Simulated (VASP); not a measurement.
BP: single point with HSE06

Crystal: BP.

```
B P
1.0
     0.00000    2.17758    2.30526
     2.17758    0.00000    2.30526
     2.17758    2.17758    0.00000
B P
1 1
Direct
  0.00000 0.00000 0.00000
  0.25000 0.25000 0.25000
```

This cell differs from its parent crystal: epitaxial xy strain -4.0%.

```json
{
  "Program": "VASP 6.6.1",
  "Task": "single point",
  "Functional": "HSE06",
  "Potentials or basis": "VASP PAW PBE potentials, release 64 (B, P)",
  "Cutoff": "520 eV",
  "k mesh": "6 × 6 × 6",
  "Occupations": "gaussian, width 0.01 eV",
  "Spin": "no spin polarisation",
  "Dipole correction": "no",
  "Grid for exact exchange (PRECFOCK)": "Normal",
  "Further INCAR settings": "ALGO = Normal; EDIFF = 1e-06; NBANDS = 11",
  "Share of exact exchange": "0.25",
  "Screening parameter": "0.2079 1/Å"
}
```

```yaml
Pressure: 10.4 GPa
Band_gap_on_the_k_mesh: 1.50 eV (least direct gap 4.15 eV)
```

Stress tensor (GPa, compression positive):
```
16.60  0.00  0.00
 0.00 16.60  0.00
 0.00  0.00 -1.88
```

Levels at points of the mesh, in eV from the valence-band top:
```tsv
k point	band 2	band 3	band 4	band 5	band 6	band 7
(0.00, 0.00, 0.00)	-0.65	0.00	0.00	4.15	4.15	4.45
(0.50, 0.00, 0.00)	-10.74	-2.67	-1.80	4.34	5.83	5.90
(0.50, 0.50, 0.00)	-10.55	-4.55	-4.55	2.15	2.73	14.30
(0.50, 0.00, 0.50)	-9.97	-5.28	-5.14	1.50	1.85	13.38
```

Wall time 12 min on 1 thread of Intel(R) Xeon(R) Platinum 8259CL CPU @ 2.50GHz (Skylake/Cascade Lake) (shared host), peak memory 0.24 GiB.

Caveat: the cell differs from its parent crystal (epitaxial xy strain -4.0%); the stress differs along the axes, from -2 to 17 GPa; the PAW data sets were made with another functional, which shifts forces and pressure a little. A k mesh can miss the band edges.
